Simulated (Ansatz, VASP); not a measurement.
## One calculation of GaF, two programs

```xyz
2
Lattice="0.0000 2.5770 2.5770 2.5770 0.0000 2.5770 2.5770 2.5770 0.0000" Properties=species:S:1:pos:R:3 pbc="T T T"
Ga    1.2885    1.2885    1.2885
F     0.0000    0.0000    0.0000
```

Alike in both runs: task single point; functional PBE; k mesh 9 × 9 × 9; occupations gaussian, width 0.024 eV; no spin polarisation.

|  | VASP | Ansatz |
| --- | --- | --- |
| version | VASP 6.6.1 | Ansatz 0.2.0 |
| potentials or method | VASP PAW PBE potentials, release 64 (Ga_d, F) | Ansatz PAW |
| plane-wave cutoff (eV) | 600 | 420 |
| valence electrons in the cell | 20 | 20 |

|  | VASP | Ansatz | Ansatz less VASP |
| --- | --- | --- | --- |
| gap on the k mesh at the Fermi level (eV) | 1.01 | 1.01 | +0.003 |
| least direct gap on the mesh (eV) | 1.01 | 1.01 | +0.003 |
| pressure (GPa) | 14.5 | 14.5 | +0.02 |

With one functional, cell and mesh, what is left measures potentials, basis and numerics.

Noted on Ansatz's run: odd divisions of the mesh miss points on the zone boundary, where band edges often lie, so the gap on the mesh can be too wide.
